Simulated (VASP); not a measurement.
Set up this calculation in VASP 6.6.1, as the native input.

```
Task                   : single point
Functional             : PBE
Potentials or basis    : VASP PAW PBE potentials, release 64 (Te)
Cutoff                 : 520 eV
k mesh                 : 7 × 7 × 5
Occupations            : gaussian, width 0.1 eV
Spin                   : no spin polarisation
Dipole correction      : no
Further INCAR settings : ALGO = Normal; EDIFF = 1e-06; NBANDS = 16
```

The structure of Te lies in POSCAR:

```
Te
1.0
    3.9162496670      0.0000000000      0.0000000000
   -1.9581248335      3.3915716992      0.0000000000
    0.0000000000      0.0000000000      6.1901771137
Te
3
Direct
    0.3202199793      0.0000000000      0.3333333333
    0.0000000000      0.3202199793      0.6666666667
    0.6797800207      0.6797800207      0.0000000000
```

These files were run (other wordings do the same):

INCAR

```
  PREC = Accurate
  ENCUT = 520
  EDIFF = 1E-6
  ISMEAR = 0
  SIGMA = 0.1
  LREAL = F
  LASPH = T
  NELM = 80
  ALGO = Normal
  ISIF = 2
  LWAVE = F
  LCHARG = F
  GGA = PE
  NBANDS = 16
```

KPOINTS

```
Automatic mesh
0
Gamma
  7 7 5
```

Potentials or basis: VASP PAW PBE potentials, release 64 (Te).

Run with:

```sh
$ cat potpaw_PBE.64/Te/POTCAR > POTCAR
$ mpirun -np 1 vasp_std > vasp.out
```

Results of the run:

The pressure is 10.0 GPa. The band gap on the k mesh is zero (bands 9 and 10 overlap by 0.87 eV).

Caveat: the cell stands under pressure; spin-orbit coupling is left out, which moves the levels of the heavy elements.

It took 15 s on 1 thread of AMD EPYC 9R45 96-Core Processor (Zen 5), on a shared host, peak memory 0.17 GiB.
